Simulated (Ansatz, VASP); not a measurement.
# One calculation of C, two programs

Contents of INCAR:

```
PREC = Accurate ; ENCUT = 520
EDIFF = 1E-6 ; ISMEAR = 0
SIGMA = 0.1 ; LREAL = False
LASPH = True ; NELM = 120
ALGO = Normal ; ISIF = 2
LWAVE = False ; LCHARG = False
LDIPOL = True ; IDIPOL = 3
DIPOL = 0.5 0.5 0.500 ; NBANDS = 11
GGA_COMPAT = False ; NELMDL = -8
```

KPOINTS

```
regular mesh
0
Gamma
  21 21 1
```

Contents of POSCAR:

```
C
1.0
    2.2000000000      0.0000000000      0.0000000000
   -1.1000000000      1.9052558883      0.0000000000
    0.0000000000      0.0000000000     28.0000000000
C
2
Direct
    0.3333333333      0.6666666667      0.5153035714
    0.6666666667      0.3333333333      0.4846964286
```

Input for Ansatz:

```yaml
crystal:
  lattice:
    - [2.2, 0.0, 0.0]
    - [-1.1, 1.9052558883, 0.0]
    - [0.0, 0.0, 28.0]
  atoms:
    - { symbol: C, position: [0.3333333333, 0.6666666667, 0.5153035714] }
    - { symbol: C, position: [0.6666666667, 0.3333333333, 0.4846964286] }
  periodic: [true, true, false]
basis:
  ecutwfc: 420
kpoints:
  mp_grid: { grid: [21, 21, 1] }
hamiltonian:
  xc: lda
scf:
  occupations: { method: gaussian, width: 0.1 }
output:
  forces: true
  stress: true
  eigenvalues: true
```

Alike in both runs: task single point; functional LDA; k mesh 21 × 21 × 1; occupations gaussian, width 0.1 eV; no spin polarisation.

|  | VASP | Ansatz |
| --- | --- | --- |
| version | VASP 6.6.1 | Ansatz 0.2.0 |
| potentials or method | VASP PAW LDA potentials, release 64 (C), cutoff 520 eV | scalar-relativistic, plane waves, PAW |
| valence electrons in the cell | 8 | 8 |

VASP gave:

```
gap on the k mesh at the Fermi level (eV) : none
rms of the force components (eV/Å)        : 3.863
```

Task: Estimate Ansatz's values.

Result: gap on the k mesh at the Fermi level (eV): none; rms of the force components (eV/Å): 3.914.

LDA's correlation is that of Perdew and Zunger in VASP and of Perdew and Wang (1992) in Ansatz. Atom by atom the forces differ by 0.051 eV/Å (rms over components). A gap of «none» marks a metal or a gap that the smearing closes.
